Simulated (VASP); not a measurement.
A run of VASP 6.6.1:

File INCAR:

```
SYSTEM = Ti4C
  PREC = Accurate
  ENCUT = 520
  EDIFF = 1E-6
  ISMEAR = 0
  SIGMA = 0.1
  LREAL = .FALSE.
  LASPH = .TRUE.
  NELM = 80
  ALGO = Normal
  ISIF = 2
  LWAVE = .FALSE.
  LCHARG = .FALSE.
  LDIPOL = .TRUE.
  IDIPOL = 3
  DIPOL = 0.5 0.5 0.356
  GGA = PS
  NBANDS = 34
```

File KPOINTS:

```
Automatic mesh
0
G
  8 8 1
  0 0 0
```

Contents of POSCAR:

```
Ti4C
1.0
    3.2102321090      0.0000000000      0.0000000000
    0.0000000000      3.2102321090      0.0000000000
    0.0000000000      0.0000000000     20.1069940753
Ti C
4 1
Direct
    0.5000000000      0.5000000000      0.1989357527
    0.0000000000      0.0000000000      0.2787644953
    0.5000000000      0.5000000000      0.3538359372
    0.0000000000      0.0000000000      0.4280597111
    0.0000000000      0.0000000000      0.5219119451
```

Potentials or basis: VASP PAW PBE potentials, release 64 (Ti_sv, C).

Launch:

```bash
$ cat potpaw_PBE.64/Ti_sv/POTCAR potpaw_PBE.64/C/POTCAR > POTCAR
$ mpirun -np 1 vasp_std > vasp.out
```

Hardware: 1 thread of AMD EPYC 9R45 96-Core Processor (Zen 5), on a shared host.

Q: Estimate the wall time of this run.

A: Wall time 2.2 min on 1 thread of AMD EPYC 9R45 96-Core Processor (Zen 5) (shared host), peak memory 0.28 GiB. Counts: scf iterations 30, k points 15.
